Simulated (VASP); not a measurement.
# Tl (P6_3/mmc) in VASP: a series of runs

Runs on Tl. Level: PBEsol. Tasks: single point.

Program: VASP 6.6.1. These are calculated values, not measurements. Logs are shortened: lines on timing, memory, paths and dates and some standing lists are left out, and cuts for length are marked.

**1. The cell of the first run**

The structure is hexagonal, space group P6_3/mmc (No. 194). The conventional cell has a = 3.385 Å, b = 3.385 Å, c = 5.412 Å, α = 90.00°, β = 90.00°, γ = 120.00°. Tl (site symmetry -6m2) has 12 Tl at 3.34 to 3.39 Å within 4.4 Å.

**2. Single point, PBEsol (26.86 Å³/atom)**

Input file INCAR:

```
ALGO = Normal ; EDIFF = 1E-6
ENCUT = 520 ; GGA = PS
ISIF = 2 ; ISMEAR = -1
LASPH = T ; LCHARG = F
LREAL = F ; LWAVE = F
NBANDS = 20 ; NELM = 100
PREC = Accurate ; SIGMA = 0.05
```

Input file KPOINTS:

```
k-points
0
Gamma
  9 9 5
```

Input file POSCAR:

```
Tl
1.0
    3.3854495917      0.0000000000      0.0000000000
   -1.6927247959      2.9318853497      0.0000000000
    0.0000000000      0.0000000000      5.4122132507
Tl
2
Direct
    0.6666666667      0.3333333333      0.7500000000
    0.3333333333      0.6666666667      0.2500000000
```

Potentials or basis: VASP PAW PBE potentials, release 64 (Tl_d).

On the command line:

```
cat potpaw_PBE.64/Tl_d/POTCAR > POTCAR
mpirun -np 1 vasp_std > vasp.out
```

OUTCAR:

```text
EDIFF = 1E-6
   ENCUT = 520
   GGA = PS
   ISIF = 2
   ISMEAR = -1
   LASPH = T
   LREAL = F
   NELM = 100
   PREC = Accurate

 ion  position               nearest neighbor table
   1  0.667  0.333  0.750-   2 3.34   2 3.34   2 3.34   2 3.34   2 3.34   2 3.34
   2  0.333  0.667  0.250-   1 3.34   1 3.34   1 3.34   1 3.34   1 3.34   1 3.34

  LATTYP: Found a hexagonal cell.
 ALAT       =     3.3854495917
 C/A-ratio  =     1.5986689815

  Lattice vectors:

 A1 = (   3.3854495917,   0.0000000000,   0.0000000000)
 A2 = (  -1.6927247959,   2.9318853497,   0.0000000000)
 A3 = (   0.0000000000,   0.0000000000,   5.4122132507)

Analysis of symmetry for initial positions (statically):
=====================================================================
 Subroutine PRICEL returns:
 Original cell was already a primitive cell.

 Routine SETGRP: Setting up the symmetry group for a
 hexagonal supercell.

 Subroutine GETGRP returns: Found 24 space group operations
 (whereof 12 operations were pure point group operations)
 out of a pool of 24 trial point group operations.

The static configuration has the point symmetry D_3d.
 The point group associated with its full space group is D_6h.

Analysis of symmetry for dynamics (positions and initial velocities):
=====================================================================
 Subroutine PRICEL returns:
 Original cell was already a primitive cell.

 Routine SETGRP: Setting up the symmetry group for a
 hexagonal supercell.

 Subroutine GETGRP returns: Found 24 space group operations
 (whereof 12 operations were pure point group operations)
 out of a pool of 24 trial point group operations.

The dynamic configuration has the point symmetry D_3d.
 The point group associated with its full space group is D_6h.

 Subroutine INISYM returns: Found 24 space group operations
 (whereof 12 operations are pure point group operations),
 and found     1 'primitive' translations

----------------------------------------------------------------------------------------

                                     Primitive cell

  volume of cell :      53.7203

  direct lattice vectors                    reciprocal lattice vectors
     3.385449592  0.000000000  0.000000000     0.295381743  0.170538729  0.000000000
    -1.692724796  2.931885350  0.000000000     0.000000000  0.341077457  0.000000000
     0.000000000  0.000000000  5.412213251     0.000000000  0.000000000  0.184767295

  length of vectors
     3.385449592  3.385449592  5.412213251     0.341077457  0.341077457  0.184767295

  position of ions in fractional coordinates (direct lattice)
     0.666666667  0.333333333  0.750000000
     0.333333333  0.666666667  0.250000000

  ion indices of the primitive-cell ions
   primitive index   ion index
                 1           1
                 2           2

----------------------------------------------------------------------------------------

 KPOINTS: k-points

Automatic generation of k-mesh.
 Grid dimensions read from file:
 generate k-points for:    9    9    5

 Generating k-lattice:

  Cartesian coordinates                     Fractional coordinates (reciprocal lattice)
     0.032820194  0.018948748  0.000000000     0.111111111 -0.000000000  0.000000000
     0.000000000  0.037897495  0.000000000     0.000000000  0.111111111  0.000000000
     0.000000000  0.000000000  0.036953459     0.000000000  0.000000000  0.200000000

  Length of vectors
     0.037897495  0.037897495  0.036953459

  Shift w.r.t. Gamma in fractional coordinates (k-lattice)
     0.000000000  0.000000000  0.000000000

 Subroutine IBZKPT returns following result:
 ===========================================

 Found     36 irreducible k-points:

 Following reciprocal coordinates:
            Coordinates               Weight
  0.000000  0.000000  0.000000      1.000000
  0.111111  0.000000  0.000000      6.000000
  0.222222  0.000000  0.000000      6.000000
  0.333333  0.000000  0.000000      6.000000
  0.444444  0.000000  0.000000      6.000000
  0.111111  0.111111  0.000000      6.000000
[... 16 lines left out ...]
  0.333333  0.222222  0.200000     24.000000
  0.333333  0.333333  0.200000      4.000000
 [... further k-points ...]
   k-points           NKPTS =     36   k-points in BZ     NKDIM =     36   number of bands    NBANDS=     20
   number of dos      NEDOS =    301   number of ions     NIONS =      2
   total plane-waves  NPLWV =  31360
   dimension x,y,z NGX =    28 NGY =   28 NGZ =   40
   dimension x,y,z NGXF=    56 NGYF=   56 NGZF=   80
   ions per type =               2
   NGX,Y,Z   is equivalent  to a cutoff of  13.75, 13.75, 12.29 a.u.
   NGXF,Y,Z  is equivalent  to a cutoff of  27.50, 27.50, 24.57 a.u.
 SYSTEM =  unknown system
   PREC   = accura    normal or accurate (medium, high low for compatibility)
   ISTART =      0    job   : 0-new  1-cont  2-samecut
   ICHARG =      2    charge: 1-file 2-atom 10-const
   ISPIN  =      1    spin polarized calculation?
   LNONCOLLINEAR =      F non collinear calculations
   LSORBIT =      F    spin-orbit coupling
   LASPH  =      T    aspherical Exc in radial PAW
   ENCUT  =  520.0 eV  38.22 Ry    6.18 a.u.   6.29  6.29 10.06*2*pi/ulx,y,z
   NELM   =    100;   NELMIN=  2; NELMDL= -5     # of ELM steps
   EDIFF  = 0.1E-05   stopping-criterion for ELM
   LREAL  =      F    real-space projection
   EDIFFG = 0.1E-04   stopping-criterion for IOM
   NSW    =      0    number of steps for IOM
   IBRION =     -1    ionic relax: 0-MD 1-quasi-New 2-CG
   NFREE  =      0    steps in history (QN), initial steepest desc. (CG)
   ISIF   =      2    stress and relaxation
   ISYM   =      2    0-nonsym 1-usesym 2-fastsym
   POTIM  = 0.5000    time-step for ionic-motion
   TEBEG  =    0.0;   TEEND  =   0.0 temperature during run
   PSTRESS=    0.0 pullay stress
   NELECT =      26.0000    total number of electrons
   NUPDOWN=      -1.0000    fix difference up-down
   EMIN   =  10.00;   EMAX   =-10.00  energy-range for DOS
   EFERMI =   0.00;   METHOD = LEGACY
   ISMEAR =    -1;   SIGMA  =   0.05  broadening in eV -4-tet -1-fermi 0-gaus
   EFERMI_NEDOS =   21; number of points for ismear=-14 and -15
   IALGO  =     38    algorithm
   IMIX   =      4    mixing-type and parameters
     AMIX     =   0.40;   BMIX     =  1.00
     AMIX_MAG =   1.60;   BMIX_MAG =  1.00
  volume/ion in A,a.u.               =      26.86       181.26
  Fermi-wavevector in a.u.,A,eV,Ry     =   1.285345  2.428951 22.478361  1.652113
  Thomas-Fermi vector in A             =   2.417485
   LORBIT       =      0    0 simple, 1 ext, 2 COOP (PROOUT), +10 PAW based schemes
   GGA     = PS    functional components
   LHFCALC =     F    Hartree Fock is set to
   AEXX    =    0.0000 exact exchange contribution
   IVDW    =     0    specifies the selected vdW correction
   LEPSILON=     F    determine dielectric tensor
   LRPA    =     F    only Hartree local field effects (RPA)
 non-spin polarized calculation
  energy-cutoff  :      520.00
  volume of cell :       53.72
 maximum number of plane-waves:      1461
 NGX is ok and might be reduce to    28
   NGX = 13   NGY = 13   NGZ = 21

 number of electron      26.0000002 magnetization

 Free energy of the ion-electron system (eV)
  ---------------------------------------------------
  ext. energy  EPLUGINS =         0.00000000
  ---------------------------------------------------
  free energy    TOTEN  =        -5.21146699 eV

  energy without entropy =       -5.19630058  energy(sigma->0) =       -5.20388378

 E-fermi :   7.0482     XC(G=0): -10.6829

 val. band max:        7.0450106672   @ k =   0.3333   0.0000   0.4000
 cond. band min:       7.0526799911   @ k =   0.2222   0.2222   0.4000
 fundamental gap:      0.0076693239
 Fermi energy:         7.0482094709

 k-point     1 :       0.0000    0.0000    0.0000
  band No.  band energies     occupation
      1      -4.8371      2.00000
      2      -4.5352      2.00000
      3      -4.5132      2.00000
      4      -4.5132      2.00000
      5      -4.4484      2.00000
      6      -4.4484      2.00000
[... 12 lines left out ...]
     19      18.2214      0.00000
     20      18.4893      0.00000

 k-point     2 :       0.1111    0.0000    0.0000
  band No.  band energies     occupation
      1      -4.7898      2.00000
      2      -4.5853      2.00000
      3      -4.4646      2.00000
      4      -4.4521      2.00000
      5      -4.4401      2.00000
      6      -4.4107      2.00000
[... 12 lines left out ...]
     19      18.3271      0.00000
     20      19.1254      0.00000

 k-point     3 :       0.2222    0.0000    0.0000
  band No.  band energies     occupation
      1      -4.7911      2.00000
      2      -4.5848      2.00000
      3      -4.5214      2.00000
      4      -4.4724      2.00000
      5      -4.4658      2.00000
      6      -4.3181      2.00000
[... 12 lines left out ...]
     19      17.6004      0.00000
     20      18.5914      0.00000

 k-point     4 :       0.3333    0.0000    0.0000
  band No.  band energies     occupation
      1      -4.8828      2.00000
      2      -4.6677      2.00000
      3      -4.6404      2.00000
      4      -4.5311      2.00000
      5      -4.3765      2.00000
      6      -4.2634      2.00000
[... 12 lines left out ...]
     19      16.4716      0.00000
     20      17.5883      0.00000

 k-point     5 :       0.4444    0.0000    0.0000
  band No.  band energies     occupation
      1      -4.9479      2.00000
      2      -4.7673      2.00000
      3      -4.6937      2.00000
      4      -4.5706      2.00000
      5      -4.3133      2.00000
      6      -4.3104      2.00000
[... 12 lines left out ...]
     19      15.7863      0.00000
     20      17.0777      0.00000
[... 353 lines left out ...]
      6      -4.2143      2.00000
[... 12 lines left out ...]
     19      16.9658      0.00000
     20      17.2758      0.00000

 k-point    22 :       0.2222    0.2222    0.2000
  band No.  band energies     occupation
      1      -4.7458      2.00000
      2      -4.6679      2.00000
      3      -4.5995      2.00000
      4      -4.5897      2.00000
      5      -4.3752      2.00000
      6      -4.3057      2.00000
[... 12 lines left out ...]
     19      16.4451      0.00000
     20      19.7591      0.00000

 k-point    23 :       0.3333    0.2222    0.2000
  band No.  band energies     occupation
      1      -4.7850      2.00000
      2      -4.6951      2.00000
      3      -4.6166      2.00000
      4      -4.5144      2.00000
      5      -4.4264      2.00000
      6      -4.2487      2.00000
[... 12 lines left out ...]
     19      15.6875      0.00000
     20      20.2919      0.00000

 k-point    24 :       0.3333    0.3333    0.2000
  band No.  band energies     occupation
      1      -4.7700      2.00000
      2      -4.6387      2.00000
      3      -4.6387      2.00000
      4      -4.3794      2.00000
      5      -4.3780      2.00000
      6      -4.3780      2.00000
[... 12 lines left out ...]
     19      14.7959      0.00000
     20      22.4494      0.00000

 [... further k-points ...]
[... 5 lines left out ...]
  --------------------------------------------------------------------------------------
  -------------------------------------------------------------------------------------
  Total        0.7538747      0.7538747      1.3576093     -0.0000000      0.0000000      0.0000000
  in kB       22.4838944     22.4838944     40.4899409     -0.0000000      0.0000000      0.0000000
  external PRESSURE =      28.4859099 kB  Pullay stress =       0.0000000 kB

 VOLUME and BASIS-vectors are now :
 -----------------------------------------------------------------------------
  energy-cutoff  :      520.00
  volume of cell :       53.72
      direct lattice vectors                 reciprocal lattice vectors
     3.385449592  0.000000000  0.000000000     0.295381743  0.170538729  0.000000000
    -1.692724796  2.931885350  0.000000000     0.000000000  0.341077457  0.000000000
     0.000000000  0.000000000  5.412213251     0.000000000  0.000000000  0.184767295

 POSITION                                       TOTAL-FORCE (eV/Angst)
 -----------------------------------------------------------------------------------
      1.69272      0.97730      4.05916        -0.000000      0.000000      0.000000
     -0.00000      1.95459      1.35305         0.000000     -0.000000      0.000000
 -----------------------------------------------------------------------------------
    total drift:                               -0.000000      0.000000      0.000000

  FREE ENERGIE OF THE ION-ELECTRON SYSTEM (eV)
  ---------------------------------------------------
  free  energy   TOTEN  =        -5.2114669901 eV

  energy  without entropy=       -5.1963005794  energy(sigma->0) =       -5.20388378
```

Run time: 23 s. Hardware: 1 thread of Intel Xeon Platinum 8259CL at 2.50GHz (Skylake/Cascade Lake), shared host; peak memory 0.18 GiB.

What came out:

| Quantity | Value |
| --- | --- |
| Free energy | -5.2115 eV |
| Pressure | 2.8 GPa |
| Band gap on the k mesh | zero (bands 13 and 14 overlap by 4.00 eV) |

Levels at points of the mesh, in eV from the Fermi level:
| k point | band 10 | band 11 | band 12 | band 13 | band 14 | band 15 | band 16 | band 17 |
| --- | --- | --- | --- | --- | --- | --- | --- | --- |
| (0.00, 0.00, 0.00) | -11.03 | -10.50 | -5.06 | -3.12 | 8.41 | 8.41 | 10.41 | 10.63 |

Caveat: the PAW data sets were made with another functional, which shifts forces and pressure a little; spin-orbit coupling is left out, which moves the levels of the heavy elements.

[end of part 1 of 4]

The gap in the log of VASP goes by the Fermi energy; the results here count the filled bands.